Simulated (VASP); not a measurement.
# Se (Fd-3m) in VASP: a series of runs

Se is run at these levels: LDA; tasks: single point, relaxation of cell and atoms.

Everything below comes from runs of VASP 6.6.1. Logs are shortened: lines on timing, memory, paths and dates and some standing lists are left out, and cuts for length are marked.

## (1) The cell of the first run

Symmetry: Fd-3m, No. 227, cubic system. Conventional cell: a = 5.154 Å, b = 5.154 Å, c = 5.154 Å, α = 90.00°, β = 90.00°, γ = 90.00°. Within 3.0 Å of Se (site symmetry -43m) lie 4 Se at 2.23 Å.

This isn't the form of Se at room conditions, which is trigonal, of chains.

## (2) Single point, LDA

File INCAR:

```
SYSTEM = Se
ALGO = Normal ; EDIFF = 1E-7
ENCUT = 520 ; ISIF = 2
ISMEAR = -1 ; LASPH = .TRUE.
LCHARG = .TRUE. ; LELF = .TRUE.
LREAL = .FALSE. ; LVHAR = .TRUE.
LWAVE = .FALSE. ; NBANDS = 13
NELM = 100 ; PREC = Accurate
SIGMA = 0.05
```

File KPOINTS:

```
k-points
0
G
  13 13 13
  0 0 0
```

File POSCAR:

```
Se
1.0
    0.0000000000      2.5771578766      2.5771578766
    2.5771578766      0.0000000000      2.5771578766
    2.5771578766      2.5771578766      0.0000000000
Se
2
Direct
   -0.1250000000     -0.1250000000     -0.1250000000
    0.1250000000      0.1250000000      0.1250000000
```

Potentials or basis: VASP PAW LDA potentials, release 64 (Se).

Launch:

```
$ cat potpaw_LDA.64/Se/POTCAR > POTCAR
$ mpirun -np 1 vasp_std > vasp.out
```

OUTCAR:

```text
SYSTEM = Se
   EDIFF = 1E-7
   ENCUT = 520
   ISIF = 2
   ISMEAR = -1
   LASPH = .TRUE.
   LREAL = .FALSE.
   NELM = 100
   PREC = Accurate

 ion  position               nearest neighbor table
   1  0.875  0.875  0.875-   2 2.23   2 2.23   2 2.23   2 2.23
   2  0.125  0.125  0.125-   1 2.23   1 2.23   1 2.23   1 2.23

  LATTYP: Found a face centered cubic cell.
 ALAT       =     5.1543157532

  Lattice vectors:

 A1 = (   0.0000000000,   2.5771578766,   2.5771578766)
 A2 = (   2.5771578766,   0.0000000000,   2.5771578766)
 A3 = (   2.5771578766,   2.5771578766,   0.0000000000)

Analysis of symmetry for initial positions (statically):
=====================================================================
 Subroutine PRICEL returns:
 Original cell was already a primitive cell.

 Routine SETGRP: Setting up the symmetry group for a
 face centered cubic supercell.

 Subroutine GETGRP returns: Found 48 space group operations
 (whereof 12 operations were pure point group operations)
 out of a pool of 48 trial point group operations.

The static configuration has the point symmetry D_3d.
 The point group associated with its full space group is O_h .

Analysis of symmetry for dynamics (positions and initial velocities):
=====================================================================
 Subroutine PRICEL returns:
 Original cell was already a primitive cell.

 Routine SETGRP: Setting up the symmetry group for a
 face centered cubic supercell.

 Subroutine GETGRP returns: Found 48 space group operations
 (whereof 12 operations were pure point group operations)
 out of a pool of 48 trial point group operations.

The dynamic configuration has the point symmetry D_3d.
 The point group associated with its full space group is O_h .

 Subroutine INISYM returns: Found 48 space group operations
 (whereof 12 operations are pure point group operations),
 and found     1 'primitive' translations

----------------------------------------------------------------------------------------

                                     Primitive cell

  volume of cell :      34.2336

  direct lattice vectors                    reciprocal lattice vectors
     0.000000000  2.577157877  2.577157877    -0.194012173  0.194012173  0.194012173
     2.577157877  0.000000000  2.577157877     0.194012173 -0.194012173  0.194012173
     2.577157877  2.577157877  0.000000000     0.194012173  0.194012173 -0.194012173

  length of vectors
     3.644651621  3.644651621  3.644651621     0.336038941  0.336038941  0.336038941

  position of ions in fractional coordinates (direct lattice)
     0.875000000  0.875000000  0.875000000
     0.125000000  0.125000000  0.125000000

  ion indices of the primitive-cell ions
[... 88 lines left out ...]
   EMIN   =  10.00;   EMAX   =-10.00  energy-range for DOS
   EFERMI =   0.00;   METHOD = LEGACY
   ISMEAR =    -1;   SIGMA  =   0.05  broadening in eV -4-tet -1-fermi 0-gaus
   EFERMI_NEDOS =   21; number of points for ismear=-14 and -15
   IALGO  =     38    algorithm
   IMIX   =      4    mixing-type and parameters
     AMIX     =   0.40;   BMIX     =  1.00
     AMIX_MAG =   1.60;   BMIX_MAG =  1.00
  volume/ion in A,a.u.               =      17.12       115.51
  Fermi-wavevector in a.u.,A,eV,Ry     =   1.154297  2.181305 18.128423  1.332402
  Thomas-Fermi vector in A             =   2.290935
   LORBIT       =      0    0 simple, 1 ext, 2 COOP (PROOUT), +10 PAW based schemes
   GGA     = CA    functional components
   LHFCALC =     F    Hartree Fock is set to
   AEXX    =    0.0000 exact exchange contribution
   IVDW    =     0    specifies the selected vdW correction
   LEPSILON=     F    determine dielectric tensor
   LRPA    =     F    only Hartree local field effects (RPA)
 non-spin polarized calculation
  energy-cutoff  :      520.00
  volume of cell :       34.23
 maximum number of plane-waves:       941
   NGX = 13   NGY = 13   NGZ = 13

 number of electron      11.9999998 magnetization

 Free energy of the ion-electron system (eV)
  ---------------------------------------------------
  ext. energy  EPLUGINS =         0.00000000
  ---------------------------------------------------
  free energy    TOTEN  =        -3.60800183 eV

  energy without entropy =       -3.60134061  energy(sigma->0) =       -3.60467122

 E-fermi :   8.8188     XC(G=0): -11.1879

 val. band max:        8.8050559304   @ k =  -0.3846   0.1538   0.0000
 cond. band min:       8.8894016620   @ k =   0.3077   0.0769   0.0000
 fundamental gap:      0.0843457316
 Fermi energy:         8.8187805635

 k-point     1 :       0.0000    0.0000    0.0000
  band No.  band energies     occupation
      1     -11.8983      2.00000
      2       1.8181      2.00000
      3       3.1230      2.00000
      4       3.1230      2.00000
      5       3.1230      2.00000
      6       7.0054      2.00000
      7       7.0054      2.00000
      8       7.0054      2.00000
      9      13.1400      0.00000
     10      15.9282      0.00000
     11      15.9282      0.00000
     12      18.6575      0.00000
     13      18.6575      0.00000
[... 354 lines left out ...]
  band No.  band energies     occupation
      1      -9.7212      2.00000
      2      -5.3350      2.00000
      3       0.3609      2.00000
      4       1.2617      2.00000
      5       5.4643      2.00000
      6       8.3168      1.99991
      7       9.8067      0.00000
      8      11.5172      0.00000
      9      15.9620      0.00000
     10      16.6074      0.00000
     11      18.1978      0.00000
     12      18.4836      0.00000
     13      19.5359      0.00000

 [... further k-points ...]

------------------------ aborting loop because EDIFF is reached ----------------------------------------

  FORCE on cell =-STRESS in cart. coord.  units (eV):
  Direction    XX          YY          ZZ          XY          YZ          ZX
  --------------------------------------------------------------------------------------
  -------------------------------------------------------------------------------------
  Total       15.6587640     15.6587640     15.6587640      0.0000000      0.0000000      0.0000000
  in kB      732.8498303    732.8498303    732.8498303      0.0000000      0.0000000      0.0000000
  external PRESSURE =     732.8498303 kB  Pullay stress =       0.0000000 kB

 VOLUME and BASIS-vectors are now :
 -----------------------------------------------------------------------------
  energy-cutoff  :      520.00
  volume of cell :       34.23
      direct lattice vectors                 reciprocal lattice vectors
     0.000000000  2.577157877  2.577157877    -0.194012173  0.194012173  0.194012173
     2.577157877  0.000000000  2.577157877     0.194012173 -0.194012173  0.194012173
     2.577157877  2.577157877  0.000000000     0.194012173  0.194012173 -0.194012173

 POSITION                                       TOTAL-FORCE (eV/Angst)
 -----------------------------------------------------------------------------------
      4.51003      4.51003      4.51003         0.000000      0.000000      0.000000
      0.64429      0.64429      0.64429        -0.000000     -0.000000     -0.000000
 -----------------------------------------------------------------------------------
    total drift:                                0.000000     -0.000000     -0.000000

  FREE ENERGIE OF THE ION-ELECTRON SYSTEM (eV)
  ---------------------------------------------------
  free  energy   TOTEN  =        -3.6080018261 eV

  energy  without entropy=       -3.6013406147  energy(sigma->0) =       -3.60467122
```

OSZICAR:

```text
N       E                     dE             d eps       ncg     rms          rms(c)
DAV:   1     0.487031554364E+02    0.48703E+02   -0.52753E+03  2184   0.803E+02
DAV:   2    -0.129770101273E+01   -0.50001E+02   -0.46811E+02  3038   0.141E+02
DAV:   3    -0.368044345982E+01   -0.23827E+01   -0.23618E+01  2771   0.310E+01
DAV:   4    -0.369255656493E+01   -0.12113E-01   -0.12072E-01  2547   0.249E+00
DAV:   5    -0.369260736094E+01   -0.50796E-04   -0.50792E-04  2742   0.162E-01    0.181E+01
DAV:   6    -0.363150557527E+01    0.61102E-01   -0.26401E-02  2469   0.893E-01    0.108E+01
DAV:   7    -0.360900941824E+01    0.22496E-01   -0.35607E-02  2549   0.107E+00    0.199E-01
DAV:   8    -0.360799757670E+01    0.10118E-02   -0.31483E-03  2359   0.315E-01    0.277E-02
DAV:   9    -0.360800211049E+01   -0.45338E-05   -0.55365E-05  2754   0.481E-02    0.134E-02
DAV:  10    -0.360800179759E+01    0.31291E-06   -0.11270E-06  2494   0.632E-03    0.611E-03
DAV:  11    -0.360800182615E+01   -0.28557E-07   -0.53940E-08  1797   0.163E-03
   1 F= -.36080018E+01 E0= -.36046712E+01  d E =-.666121E-02
```

stdout:

```text
POSCAR found type information on POSCAR Se
 POSCAR found :  1 types and       2 ions
 scaLAPACK will be used
 LDA part: xc-table for (Slater(with rela. corr.)+CA(PZ))
 , standard interpolation
 POSCAR, INCAR and KPOINTS ok, starting setup
 FFT: planning ... GRIDC
 FFT: planning ... GRID_SOFT
 FFT: planning ... GRID
 WAVECAR not read
 entering main loop
```

Wall time 50 s (1 thread of AMD EPYC 7R13, shared host); peak memory 0.13 GiB.

Results:

```yaml
Free_energy: -3.6080 eV
Pressure: 73.3 GPa
Band_gap_on_the_k_mesh: zero (bands 6 and 7 overlap by 3.58 eV)
```

Levels at points of the mesh, in eV from the Fermi level:
```
           k point  band 3  band 4  band 5  band 6  band 7  band 8  band 9  band 10
(0.00, 0.00, 0.00)   -5.70   -5.70   -5.70   -1.81   -1.81   -1.81    4.32     7.11
```

Caveat: the cell stands under pressure.

## (3) Single point, LDA

File INCAR:

```
PREC     = Accurate       # precision mode
ENCUT    = 520            # plane-wave cutoff, eV
EDIFF    = 1E-6           # SCF threshold, eV
ISMEAR   = -1             # smearing method
SIGMA    = 0.05           # smearing width, eV
LREAL    = F              # projectors in reciprocal space
LASPH    = T              # aspherical terms in the spheres
NELM     = 60             # most SCF steps
ALGO     = Normal         # electronic algorithm
ISIF     = 2              # what is computed and relaxed
LWAVE    = F              # write WAVECAR
LCHARG   = F              # write CHGCAR
NBANDS   = 13             # bands
```

File KPOINTS:

```
Automatic mesh
0
Gamma
  13 13 13
```

File POSCAR:

```
Se
1.0
    0.0000000000      2.5773914073      2.5773914073
    2.5773914073      0.0000000000      2.5773914073
    2.5773914073      2.5773914073      0.0000000000
Se
2
Direct
   -0.1250000000     -0.1250000000     -0.1250000000
    0.1250000000      0.1250000000      0.1250000000
```

Potentials or basis: VASP PAW LDA potentials, release 64 (Se).

Launch:

```
$ cat potpaw_LDA.64/Se/POTCAR > POTCAR
$ mpirun -np 1 vasp_std > vasp.out
```

It took 45 s on 1 thread of AMD EPYC 7R13, shared host; peak memory 0.12 GiB.

The run converged. Its results:

```yaml
Free_energy: -3.6123 eV
Pressure: 73.2 GPa
Band_gap_on_the_k_mesh: zero (bands 6 and 7 overlap by 3.58 eV)
```

Levels at points of the mesh, in eV from the Fermi level:
```
           k point  band 4  band 5  band 6  band 7  band 8  band 9
(0.00, 0.00, 0.00)   -5.69   -5.69   -1.81   -1.81   -1.81    4.32
```

Caveat: the cell stands under pressure.

## (4) Relaxation of cell and atoms, LDA, target pressure 72 GPa, at which the enthalpy is minimised

This run uses another cell than the first one, of 14.72 Å³/atom.

File INCAR:

```
PREC = Accurate
ENCUT = 600
EDIFF = 1E-6
ISMEAR = -1
SIGMA = 0.05
LREAL = F
LASPH = T
NELM = 80
ALGO = Normal
ISIF = 3
LWAVE = F
LCHARG = F
GGA = CA
IBRION = 2
NSW = 60
EDIFFG = -0.005
PSTRESS = 720.0
```

File KPOINTS:

```
regular mesh
0
Gamma
  13 13 13
```

File POSCAR:

```
Se
1.0
    0.0000000000      2.4508034729      2.4508034729
    2.4508034729      0.0000000000      2.4508034729
    2.4508034729      2.4508034729      0.0000000000
Se
2
Direct
   -0.1250000000     -0.1250000000     -0.1250000000
    0.1250000000      0.1250000000      0.1250000000
```

Launch:

```
$ cat potpaw_LDA.64/Se/POTCAR > POTCAR
$ mpirun -np 1 vasp_std > vasp.out
```

Wall time 1.7 min (1 thread of AMD EPYC 7R13, shared host); peak memory 0.13 GiB.

The run converged. Its results:

| Item | Value |
| --- | --- |
| Free energy | -3.6802 eV |
| Relaxed volume | 17.20 Å³/atom |
| Relaxed cell | a = 3.650 Å, b = 3.650 Å, c = 3.650 Å, α = 60.00°, β = 60.00°, γ = 60.00° |
| Space group after relaxing (to 0.1 Å) | Fd-3m (No. 227) |
| Energy change on relaxing (the run minimises the enthalpy) | -1488.6 meV/atom |
| Ionic steps | 5 |
| Pressure after relaxing | 72.0 GPa |
| Band gap on the k mesh | zero (bands 6 and 7 overlap by 3.55 eV) |

The path:
```tsv
step	energy change (eV)	largest force (eV/Å)	pressure (GPa)	volume (Å³)
1	0.0000	0.0000	125.94	29.44
2	-6.4865	0.0000	2.56	56.01
3	-3.5018	0.0000	62.62	35.64
4	-3.0287	0.0000	71.08	34.51
5	-2.9773	0.0000	72.00	34.39
```

Final structure:
```cif
data_structure
_symmetry_space_group_name_H-M 'P 1'
_symmetry_Int_Tables_number 1
_cell_length_a 3.6503
_cell_length_b 3.6503
_cell_length_c 3.6503
_cell_angle_alpha 60.000
_cell_angle_beta 60.000
_cell_angle_gamma 60.000
_cell_volume 34.39
loop_
_atom_site_label
_atom_site_type_symbol
_atom_site_fract_x
_atom_site_fract_y
_atom_site_fract_z
_atom_site_occupancy
Se1 Se 0.87500 0.87500 0.87500 1
Se2 Se 0.12500 0.12500 0.12500 1
```

Levels at points of the mesh, in eV from the Fermi level:
| k point | band 4 | band 5 | band 6 | band 7 | band 8 | band 9 |
| --- | --- | --- | --- | --- | --- | --- |
| (0.00, 0.00, 0.00) | -5.68 | -5.68 | -1.81 | -1.81 | -1.81 | 4.31 |

Caveat: the cell is relaxed towards a set pressure, so the run minimises the enthalpy, not the energy; the volume moved by over 15 % at a fixed basis, so the end points are rough.
